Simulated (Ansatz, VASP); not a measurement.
**One calculation of TiC, two programs**

The input INCAR:

```
SYSTEM = TiC
PREC = Accurate
ENCUT = 520
EDIFF = 1E-7
ISMEAR = -1
SIGMA = 0.03
LREAL = .FALSE.
LASPH = .TRUE.
NELM = 100
ALGO = Normal
ISIF = 2
LWAVE = .FALSE.
LCHARG = .FALSE.
GGA = PS
NBANDS = 15
```

File KPOINTS:

```
regular mesh
0
G
  14 14 14
  0 0 0
```

Contents of POSCAR:

```
TiC
1.0
    0.0000000000      2.1494760724      2.1494760724
    2.1494760724      0.0000000000      2.1494760724
    2.1494760724      2.1494760724      0.0000000000
Ti C
1 1
Direct
    0.0000000000      0.0000000000      0.0000000000
    0.5000000000      0.5000000000      0.5000000000
```

Input for Ansatz:

```yaml
crystal:
  lattice:
    - [0.0, 2.1494760724, 2.1494760724]
    - [2.1494760724, 0.0, 2.1494760724]
    - [2.1494760724, 2.1494760724, 0.0]
  atoms:
    - { symbol: Ti, position: [0.0, 0.0, 0.0] }
    - { symbol: C, position: [0.5, 0.5, 0.5] }
kpoints:
  mp_grid: { grid: [14, 14, 14] }
  band_path:
    path:
      - [0.0, 0.0, 0.0]
      - [0.5, 0.0, 0.5]
      - [0.625, 0.25, 0.625]
      - [0.375, 0.375, 0.75]
      - [0.0, 0.0, 0.0]
      - [0.5, 0.5, 0.5]
      - [0.5, 0.25, 0.75]
      - [0.5, 0.0, 0.5]
    npoints: 5
scf:
  occupations: { method: fermi_dirac, width: 0.03 }
hamiltonian:
  xc: pbesol
  pseudopotentials: { kind: all_electron, lapw: { basis_error: 0.00025 } }
output:
  forces: true
  stress: true
  eigenvalues: true
```

Change from the starting cell: volume scaled by 0.98.

Alike in both runs: task single point; functional PBEsol; k mesh 14 × 14 × 14; occupations fermi-dirac, width 0.03 eV; no spin polarisation.

```csv
,VASP,Ansatz
version,VASP 6.6.1,Ansatz 0.2.0
potentials or method,"VASP PAW PBE potentials, release 64 (Ti_sv, C), cutoff 520 eV","all-electron LAPW, scalar-relativistic"
```

|  | VASP | Ansatz | Ansatz less VASP |
| --- | --- | --- | --- |
| pressure (GPa) | -0.8 | -1.1 | -0.29 |

VASP's potentials were made for PBE, not for PBEsol. Ansatz ran all-electron here, and VASP with PAW potentials.
